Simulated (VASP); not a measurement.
# ZnO (zincite) (P6_3mc) in VASP: a series of runs, part 2 of 2

VASP 6.6.1. The steps go on from the part before.

### 3 Relaxation of cell and atoms, r2SCAN

This run uses another cell than the first one, of 11.90 Å³/atom, 0.978 times its volume.

POSCAR

```
ZnO
1.0
    3.2493080000      0.0000000000      0.0000000000
   -1.6246540000      2.8139832727      0.0000000000
    0.0000000000      0.0000000000      5.2057090000
Zn O
2 2
Direct
    0.3333333333      0.6666666667      0.5000000000
    0.6666666667      0.3333333333      0.0000000000
    0.6666666667      0.3333333333      0.3790100000
    0.3333333333      0.6666666667      0.8790100000
```

INCAR.step1

```
SYSTEM = ZnO
PREC     = Accurate       ! precision mode
ENCUT    = 600            ! plane-wave cutoff, eV
ISMEAR   = 0              ! smearing method
SIGMA    = 0.02           ! smearing width, eV
LREAL    = .False.        ! projectors in reciprocal space
LASPH    = .True.         ! aspherical terms in the spheres
NELM     = 100            ! most SCF steps
GGA      = PE             ! functional
ALGO     = Normal         ! electronic algorithm
EDIFF    = 1E-4           ! SCF threshold, eV
LWAVE    = .True.         ! write WAVECAR
LCHARG   = .False.        ! write CHGCAR
```

INCAR.step2

```
SYSTEM = ZnO
PREC     = Accurate       ! precision mode
ENCUT    = 600            ! plane-wave cutoff, eV
EDIFF    = 1E-6           ! SCF threshold, eV
ISMEAR   = 0              ! smearing method
SIGMA    = 0.02           ! smearing width, eV
LREAL    = .False.        ! projectors in reciprocal space
LASPH    = .True.         ! aspherical terms in the spheres
NELM     = 100            ! most SCF steps
ALGO     = Normal         ! electronic algorithm
ISIF     = 3              ! what is computed and relaxed
LWAVE    = .False.        ! write WAVECAR
LCHARG   = .False.        ! write CHGCAR
METAGGA  = R2SCAN         ! meta-GGA
LMIXTAU  = .True.       
IBRION   = 2              ! ionic algorithm
NSW      = 100            ! ionic steps
EDIFFG   = -0.005         ! ionic threshold
ISTART   = 1
```

KPOINTS

```
regular mesh
0
Gamma
  9 9 6
  0 0 0
```

Potentials or basis: VASP PAW PBE potentials, release 64 (Zn, O).

On the command line:

```sh
$ cat potpaw_PBE.64/Zn/POTCAR potpaw_PBE.64/O/POTCAR > POTCAR
$ cp INCAR.step1 INCAR
$ mpirun -np 1 vasp_std > vasp.out
$ cp INCAR.step2 INCAR
$ mpirun -np 1 vasp_std > vasp.out
```

OUTCAR:

```text
SYSTEM = ZnO
   PREC = Accurate
   ENCUT = 600
   EDIFF = 1E-6
   ISMEAR = 0
   LREAL = .False.
   LASPH = .True.
   NELM = 100
   ISIF = 3
   METAGGA = R2SCAN
   IBRION = 2
   NSW = 100
   EDIFFG = -0.005
   ISTART = 1

 ion  position               nearest neighbor table
   1  0.333  0.667  0.500-   4 1.97   3 1.98   3 1.98   3 1.98
   2  0.667  0.333  0.000-   3 1.97   4 1.98   4 1.98   4 1.98
   3  0.667  0.333  0.379-   2 1.97   1 1.98   1 1.98   1 1.98
   4  0.333  0.667  0.879-   1 1.97   2 1.98   2 1.98   2 1.98

  LATTYP: Found a hexagonal cell.
 ALAT       =     3.2493080000
 C/A-ratio  =     1.6020977390

  Lattice vectors:

 A1 = (   3.2493080000,   0.0000000000,   0.0000000000)
 A2 = (  -1.6246540000,   2.8139832727,   0.0000000000)
 A3 = (   0.0000000000,   0.0000000000,   5.2057090000)

Analysis of symmetry for initial positions (statically):
=====================================================================
 Subroutine PRICEL returns:
 Original cell was already a primitive cell.

 Routine SETGRP: Setting up the symmetry group for a
 hexagonal supercell.

[... 182 lines left out ...]
  Total       -0.2705939     -0.2705939      0.1813801      0.0000000      0.0000000      0.0000000
  in kB       -9.1082803     -9.1082803      6.1053133      0.0000000      0.0000000      0.0000000
  external PRESSURE =      -4.0370824 kB  Pullay stress =       0.0000000 kB
[... 95 lines left out ...]
  FREE ENERGIE OF THE ION-ELECTRON SYSTEM (eV)
  ---------------------------------------------------
  free  energy   TOTEN  =       -36.3242725504 eV

  energy  without entropy=      -36.3242725504  energy(sigma->0) =      -36.32427255

[... ionic steps 4 to 17 ...]

--------------------------------------- Ionic step       18  -------------------------------------------

 number of electron      36.0000009 magnetization

------------------------ aborting loop because EDIFF is reached ----------------------------------------
[... 71 lines left out ...]
--------------------------------------- Ionic step       20  -------------------------------------------

 number of electron      36.0000009 magnetization

 Free energy of the ion-electron system (eV)
  ---------------------------------------------------
  ext. energy  EPLUGINS =         0.00000000
  ---------------------------------------------------
  free energy    TOTEN  =       -36.32430702 eV

  energy without entropy =      -36.32430702  energy(sigma->0) =      -36.32430702

 E-fermi :   0.9756     XC(G=0): -11.6789

 val. band max:        0.8738924229   @ k =   0.0000   0.0000   0.0000
 cond. band min:       2.1020388395   @ k =   0.0000   0.0000   0.0000
 fundamental gap:      1.2281464166
 Fermi energy:         0.9756219455

 k-point     1 :       0.0000    0.0000    0.0000
  band No.  band energies     occupation
      1     -18.2327      2.00000
      2     -17.5437      2.00000
      3      -4.9585      2.00000
      4      -4.9585      2.00000
      5      -4.9095      2.00000
      6      -4.8444      2.00000
[... 589 lines left out ...]
     21       9.3392      0.00000
     22       9.5235      0.00000

 [... further k-points ...]
[... 5 lines left out ...]
  --------------------------------------------------------------------------------------
  -------------------------------------------------------------------------------------
  Total        0.0003949      0.0003949      0.0070083      0.0000000     -0.0000000      0.0000000
  in kB        0.0133315      0.0133315      0.2366092      0.0000000     -0.0000000      0.0000000
  external PRESSURE =       0.0877574 kB  Pullay stress =       0.0000000 kB
[... 19 lines left out ...]
  FREE ENERGIE OF THE ION-ELECTRON SYSTEM (eV)
  ---------------------------------------------------
  free  energy   TOTEN  =       -36.3243070198 eV

  energy  without entropy=      -36.3243070198  energy(sigma->0) =      -36.32430702

 reached required accuracy - stopping structural energy minimisation
```

It took 30 min on 1 thread of Intel Xeon Platinum 8259CL at 2.50GHz (Skylake/Cascade Lake), shared host; peak memory 0.23 GiB.

What came out:

```yaml
Free_energy: -36.3243 eV
Relaxed_volume: 11.86 Å³/atom
Relaxed_cell: a = 3.240 Å, b = 3.240 Å, c = 5.220 Å, α = 90.00°, β = 90.00°, γ = 120.00°
Space_group_after_relaxing_to_0.05_Å: P6_3mc (No. 186)
Energy_gained_by_relaxing: 0.3 meV/atom
Ionic_steps: 20
Pressure_after_relaxing: 0.0 GPa
Band_gap_on_the_k_mesh: 1.23 eV, direct
```

Step by step:
```
step  energy change (eV)  largest force (eV/Å)  pressure (GPa)  volume (Å³)
   1              0.0000                0.0657           -0.40        47.60
   2             -0.0012                0.0288            0.22        47.39
   3             -0.0013                0.0091            0.08        47.44
   4             -0.0013                0.0044            0.04        47.45
   5             -0.0013                0.0061            0.08        47.44
   6             -0.0012                0.0092           -0.05        47.48
   7             -0.0012                0.0094           -0.01        47.47
   8             -0.0012                0.0035           -0.06        47.48
   9             -0.0012                0.0004           -0.10        47.48
  10             -0.0013                0.0015            0.00        47.48
  11             -0.0013                0.0009           -0.05        47.48
  12             -0.0013                0.0010           -0.05        47.48
  13             -0.0013                0.0013           -0.06        47.48
  14             -0.0013                0.0019           -0.06        47.47
  15             -0.0013                0.0029            0.00        47.47
  16             -0.0013                0.0041           -0.02        47.46
  17             -0.0013                0.0075            0.02        47.45
  18             -0.0013                0.0049            0.00        47.46
  19             -0.0013                0.0021            0.03        47.46
  20             -0.0013                0.0015            0.01        47.46
```

Final structure:
```
CELL_PARAMETERS angstrom
3.23987 0.00000 0.00000
-1.61994 2.80581 0.00000
0.00000 0.00000 5.22044
ATOMIC_POSITIONS crystal
Zn 0.33333 0.66667 0.49985
Zn 0.66667 0.33333 0.99985
O 0.66667 0.33333 0.37916
O 0.33333 0.66667 0.87916
```

Levels at points of the mesh, in eV from the valence-band top:
```tsv
k point	band 14	band 15	band 16	band 17	band 18	band 19	band 20	band 21	band 22
(0.00, 0.00, 0.00)	-0.81	-0.81	-0.09	0.00	0.00	1.23	5.86	8.81	13.71
(0.00, 0.00, 0.50)	-2.24	-0.40	-0.40	-0.40	-0.40	3.93	3.93	10.81	10.81
```

Caveat: the PAW data sets were made with another functional, which shifts forces and pressure a little. r2SCAN opens gaps a little over a GGA but as a rule still falls short of measured ones.

### 4 Single point, r2SCAN (volume scaled by 0.94, then relaxed in part)

POSCAR

```
ZnO
1.0
    3.1691616423      0.0000000000      0.0000000000
   -1.5845808212      2.7445744910      0.0000000000
    0.0000000000      0.0000000000      5.1049748357
Zn O
2 2
Direct
    0.3333333333      0.6666666667      0.4996911392
    0.6666666667      0.3333333333     -0.0003088608
    0.6666666667      0.3333333333      0.3793188608
    0.3333333333      0.6666666667      0.8793188608
```

INCAR.step1

```
PREC     = Accurate       # precision mode
ENCUT    = 520            # plane-wave cutoff, eV
ISMEAR   = 0              # smearing method
SIGMA    = 0.02           # smearing width, eV
LREAL    = F              # projectors in reciprocal space
LASPH    = T              # aspherical terms in the spheres
NELM     = 80             # most SCF steps
NBANDS   = 26             # bands
GGA      = PE             # functional
ALGO     = Normal         # electronic algorithm
EDIFF    = 1E-4           # SCF threshold, eV
LWAVE    = T              # write WAVECAR
LCHARG   = F              # write CHGCAR
```

INCAR.step2

```
PREC     = Accurate       # precision mode
ENCUT    = 520            # plane-wave cutoff, eV
EDIFF    = 1E-6           # SCF threshold, eV
ISMEAR   = 0              # smearing method
SIGMA    = 0.02           # smearing width, eV
LREAL    = F              # projectors in reciprocal space
LASPH    = T              # aspherical terms in the spheres
NELM     = 80             # most SCF steps
ALGO     = Normal         # electronic algorithm
ISIF     = 2              # what is computed and relaxed
LWAVE    = F              # write WAVECAR
LCHARG   = T              # write CHGCAR
METAGGA  = R2SCAN         # meta-GGA
LMIXTAU  = T            
LELF     = T              # ELF
LVHAR    = T            
NBANDS   = 26             # bands
ISTART   = 1
```

KPOINTS

```
regular mesh
0
Gamma
  9 9 6
```

On the command line:

```sh
$ cat potpaw_PBE.64/Zn/POTCAR potpaw_PBE.64/O/POTCAR > POTCAR
$ cp INCAR.step1 INCAR
$ mpirun -np 1 vasp_std > vasp.out
$ cp INCAR.step2 INCAR
$ mpirun -np 1 vasp_std > vasp.out
```

Wall time 60 s (1 thread of Intel Xeon 6975P-C (Granite Rapids), shared host); peak memory 0.19 GiB.

It converged, with:

| Quantity | Value |
| --- | --- |
| Free energy | -36.2066 eV |
| Pressure | 12.1 GPa |
| Largest force | 0.003 eV/Å |
| Band gap on the k mesh | 1.33 eV, direct |

Forces in eV/Å, atoms in the order of the input:
```
Zn   0.000  0.000  0.003
Zn   0.000  0.000  0.003
O    0.000  0.000 -0.003
O    0.000  0.000 -0.003
```

Stress tensor (GPa, compression positive):
```
12.05  0.00  0.00
 0.00 12.05  0.00
 0.00  0.00 12.13
```

Levels at points of the mesh, in eV from the valence-band top:
```tsv
k point	band 15	band 16	band 17	band 18	band 19	band 20	band 21	band 22
(0.00, 0.00, 0.00)	-0.89	-0.12	0.00	0.00	1.33	6.11	9.05	14.05
(0.00, 0.00, 0.50)	-0.44	-0.44	-0.44	-0.44	4.09	4.09	11.09	11.09
```

Caveat: the cell differs from its parent crystal (volume scaled by 0.94, then relaxed in part); the PAW data sets were made with another functional, which shifts forces and pressure a little.

### 5 Single point, r2SCAN (volume scaled by 0.97, then relaxed in part)

POSCAR

```
ZnO
1.0
    3.2025236902      0.0000000000      0.0000000000
   -1.6012618451      2.7734668720      0.0000000000
    0.0000000000      0.0000000000      5.1587153621
Zn O
2 2
Direct
    0.3333333333      0.6666666667      0.4996911392
    0.6666666667      0.3333333333     -0.0003088608
    0.6666666667      0.3333333333      0.3793188608
    0.3333333333      0.6666666667      0.8793188608
```

INCAR.step1

```
SYSTEM = ZnO
ALGO     = Normal         ! electronic algorithm
EDIFF    = 1E-4           ! SCF threshold, eV
ENCUT    = 520            ! plane-wave cutoff, eV
GGA      = PE             ! functional
ISMEAR   = 0              ! smearing method
LASPH    = .True.         ! aspherical terms in the spheres
LCHARG   = .False.        ! write CHGCAR
LREAL    = .False.        ! projectors in reciprocal space
LWAVE    = .True.         ! write WAVECAR
NBANDS   = 26             ! bands
NELM     = 80             ! most SCF steps
PREC     = Accurate       ! precision mode
SIGMA    = 0.02           ! smearing width, eV
```

INCAR.step2

```
SYSTEM = ZnO
ALGO     = Normal         ! electronic algorithm
EDIFF    = 1E-7           ! SCF threshold, eV
ENCUT    = 520            ! plane-wave cutoff, eV
ISIF     = 2              ! what is computed and relaxed
ISMEAR   = 0              ! smearing method
ISTART   = 1            
LASPH    = .True.         ! aspherical terms in the spheres
LCHARG   = .False.        ! write CHGCAR
LMIXTAU  = .True.       
LREAL    = .False.        ! projectors in reciprocal space
LWAVE    = .False.        ! write WAVECAR
METAGGA  = R2SCAN         ! meta-GGA
NBANDS   = 26             ! bands
NELM     = 80             ! most SCF steps
PREC     = Accurate       ! precision mode
SIGMA    = 0.02           ! smearing width, eV
```

KPOINTS

```
k-points
0
Gamma
  9 9 6
  0 0 0
```

On the command line:

```sh
$ cat potpaw_PBE.64/Zn/POTCAR potpaw_PBE.64/O/POTCAR > POTCAR
$ cp INCAR.step1 INCAR
$ mpirun -np 1 vasp_std > vasp.out
$ cp INCAR.step2 INCAR
$ mpirun -np 1 vasp_std > vasp.out
```

Run time: 76 s. Hardware: 1 thread of Intel Xeon 6975P-C (Granite Rapids), shared host; peak memory 0.19 GiB.

The run converged. Its results:

```yaml
Free_energy: -36.2864 eV
Pressure: 6.1 GPa
Band_gap_on_the_k_mesh: 1.28 eV, direct
```

Stress tensor (GPa, compression positive):
```
6.02 0.00 0.00
0.00 6.02 0.00
0.00 0.00 6.13
```

Levels at points of the mesh, in eV from the valence-band top:
| k point | band 16 | band 17 | band 18 | band 19 | band 20 | band 21 |
| --- | --- | --- | --- | --- | --- | --- |
| (0.00, 0.00, 0.00) | -0.11 | 0.00 | 0.00 | 1.28 | 5.99 | 8.94 |
| (0.00, 0.00, 0.50) | -0.42 | -0.42 | -0.42 | 4.01 | 4.01 | 10.96 |

Caveat: the cell differs from its parent crystal (volume scaled by 0.97, then relaxed in part); the PAW data sets were made with another functional, which shifts forces and pressure a little.

### 6 Overview

```tsv
task	cell	cutoff (eV)	gap on the mesh (eV)	pressure (GPa)
relaxation of shape and atoms at fixed volume	relaxed from a = 3.267, b = 3.267, c = 5.263 Å, angles 90.0, 90.0, 120.0°, 4 atoms	600	1.19	-3.5
relaxation of cell and atoms	relaxed from a = 3.249, b = 3.249, c = 5.206 Å, angles 90.0, 90.0, 120.0°, 4 atoms	600	1.23	0.0
single point	a = 3.169, b = 3.169, c = 5.105 Å, angles 90.0, 90.0, 120.0°, 4 atoms	520	1.33	12.1
single point	a = 3.203, b = 3.203, c = 5.159 Å, angles 90.0, 90.0, 120.0°, 4 atoms	520	1.28	6.1
```

Alike in all rows: level r2SCAN; potentials or basis VASP PAW PBE potentials, release 64 (Zn, O); no spin polarisation; k mesh 9 × 9 × 6; smearing gaussian 0.02 eV.

Caveats: the PAW data sets were made with another functional, which shifts forces and pressure a little.

Total energies depend on the potentials used, so only differences within one code and one set of settings carry meaning.
